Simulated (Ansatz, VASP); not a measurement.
**Ta in VASP and in Ansatz**

```
Ta
1.0
    -1.65100    1.65100    1.65100
     1.65100   -1.65100    1.65100
     1.65100    1.65100   -1.65100
Ta
1
Direct
  0.00000 0.00000 0.00000
```

Alike in both runs: task single point; functional PBE; k mesh 22 × 22 × 22; occupations gaussian, width 0.05 eV; no spin polarisation.

|  | VASP | Ansatz |
| --- | --- | --- |
| version | VASP 6.6.1 | Ansatz 0.2.0 |
| potentials or method | VASP PAW PBE potentials, release 64 (Ta_pv) | scalar-relativistic, plane waves, norm-conserving pseudopotentials |
| plane-wave cutoff (eV) | 520 | 1000 |
| valence electrons in the cell | 11 | 27 |

VASP gave:

```
gap on the k mesh at the Fermi level (eV) : none
pressure (GPa)                            : 3.3
```

Question: Which values does Ansatz return?

Answer: gap on the k mesh at the Fermi level (eV): none; pressure (GPa): 3.1.

A gap of «none» marks a metal or a gap that the smearing closes. With one functional, cell and mesh, what is left measures potentials, basis and numerics. VASP's potentials hold 11 valence electrons a cell and Ansatz's 27, so a difference there can come from the potentials and not from the codes.

Spin-orbit coupling is off throughout.
